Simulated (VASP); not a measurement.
# Rb5Na2S: single point with PBE

Rb5Na2S:

```
Rb Na S
1.0
     6.45626    0.00000    0.00000
    -3.22813    5.59128    0.00000
     0.00000    0.00000   11.59888
Rb Na S
5 2 1
Direct
  0.33333 0.66667 0.16415
  0.66667 0.33333 0.16415
  0.66667 0.33333 0.83585
  0.33333 0.66667 0.83585
  0.00000 0.00000 0.50000
  0.33333 0.66667 0.50000
  0.66667 0.33333 0.50000
  0.00000 0.00000 0.00000
```

The cell was built from a structure type or drawn by symmetry, and may not be a known phase.

| Item | Value |
| --- | --- |
| Program | VASP 6.6.1 |
| Task | single point |
| Functional | PBE |
| Potentials or basis | VASP PAW PBE potentials, release 64 (Rb_sv, Na_pv, S) |
| Cutoff | 520 eV |
| k mesh | 3 × 3 × 2 |
| Occupations | gaussian, width 0.1 eV |
| Spin | no spin polarisation |

```yaml
Pressure: 0.1 GPa
Largest_force: 0.026 eV/Å
Band_gap_on_the_k_mesh: zero (an odd number of electrons rules out a gap without spin polarisation)
```

Forces in eV/Å, atoms in the order of the input:
```
Rb   0.000  0.000  0.026
Rb   0.000  0.000  0.026
Rb   0.000  0.000 -0.026
Rb   0.000  0.000 -0.026
Rb   0.000  0.000  0.000
Na   0.000  0.000  0.000
Na   0.000  0.000  0.000
S    0.000  0.000  0.000
```

Stress tensor (GPa, compression positive):
```
0.07 0.00 0.00
0.00 0.07 0.00
0.00 0.00 0.20
```

Levels at points of the mesh, in eV from the Fermi level:
```csv
k point,band 29,band 30,band 31,band 32,band 33,band 34,band 35,band 36
"(0.00, 0.00, 0.00)",-1.88,-1.76,-1.76,-0.28,-0.16,1.29,1.29,1.92
"(0.00, 0.00, 0.50)",-1.76,-1.76,-1.59,-1.16,1.12,1.24,1.38,1.38
```

Run time: 2 min on 1 thread of Intel(R) Xeon(R) Platinum 8559C (Emerald Rapids), with other jobs on the host, peak memory 0.5 GiB.

Caveat: the k points lie up to 0.37 Å⁻¹ apart, too coarse for converged energies and pressures of a metal.
